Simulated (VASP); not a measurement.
Ge:

```
Ge
1.0
     2.58005   -5.50272    0.00000
     2.58005    5.50272    0.00000
     0.00000    0.00000    3.66709
Ge
6
Cartesian
  1.0928 1.2090 1.8335
  4.0673 -1.2090 1.8335
  1.0928 -1.2090 1.8335
  4.0673 1.2090 1.8335
  1.2900 2.7514 0.0000
  1.2900 -2.7514 0.0000
```

The cell was generated, and may not be a known phase.

| Property | Result |
| --- | --- |
| Program | VASP 6.6.1 |
| Task | relaxation of cell and atoms |
| Functional | PBE |
| Potentials or basis | VASP PAW PBE potentials, release 64 (Ge_d) |
| Cutoff | 600 eV |
| k mesh | 4 × 4 × 6 |
| Occupations | gaussian, width 0.1 eV |
| Spin | no spin polarisation |

At the start: pressure 31.3 GPa; volume 17.35 Å³/atom.

How do energy, volume and symmetry change on relaxing?

Over 34 steps the energy falls by 532.6 meV/atom and the volume is 21.67 Å³/atom (+24.9 %); space group Cmmm (No. 65, to 0.1 Å) before, Pmmm (No. 47, to 0.1 Å).

Step by step:
```csv
step,energy change (eV),largest force (eV/Å),pressure (GPa),volume (Å³)
1,0.0000,4.0466,31.29,104.13
2,-2.1748,0.5283,-7.18,163.81
3,-3.0172,0.2078,0.32,134.71
4,-3.0444,0.1445,-0.36,135.71
5,-3.0458,0.1553,-0.76,136.03
6,-3.0565,0.1932,-0.08,134.27
7,-3.0610,0.2684,0.74,132.21
8,-3.0666,0.2828,0.86,131.85
9,-3.0792,0.3177,1.23,130.78
10,-3.0612,0.4623,2.02,128.60
11,-3.0802,0.3346,1.27,130.28
12,-3.0965,0.2808,0.78,131.18
13,-3.1098,0.2015,-0.16,132.96
14,-3.1100,0.1904,-0.39,133.28
15,-3.1149,0.1334,-0.24,132.86
16,-3.1181,0.0759,-0.08,132.37
17,-3.1158,0.1271,0.23,131.39
18,-3.1186,0.0651,0.05,132.08
19,-3.1209,0.0556,0.00,132.05
20,-3.1305,0.0321,-0.04,131.97
21,-3.1575,0.1177,-0.21,131.78
22,-3.1437,0.4111,-0.15,131.26
23,-3.1721,0.1718,-0.24,131.64
24,-3.1647,0.3171,-0.17,131.39
25,-3.1755,0.2073,-0.20,131.56
26,-3.1755,0.2169,-0.22,131.54
27,-3.1762,0.2230,-0.22,131.49
28,-3.1764,0.2273,-0.21,131.46
29,-3.1778,0.2177,-0.20,131.40
30,-3.1816,0.1933,-0.22,131.25
31,-3.1878,0.1422,-0.09,130.93
32,-3.1945,0.0412,-0.01,130.28
33,-3.1950,0.0079,0.06,130.04
34,-3.1957,0.0081,0.00,130.04
```

Final structure:
```xyz
6
Lattice="2.6433 -6.4310 0.0000 2.6433 6.4310 0.0000 0.0000 0.0000 3.8250" Properties=species:S:1:pos:R:3 pbc="T T T"
Ge    1.3223    1.3097    1.9125
Ge    3.9642   -1.3097    1.9125
Ge    1.3223   -1.3097    1.9125
Ge    3.9642    1.3097    1.9125
Ge    1.3216    3.2155    0.0000
Ge    1.3216   -3.2155    0.0000
```

Caveat: the volume moved by over 15 % at a fixed basis, so the end points are rough.
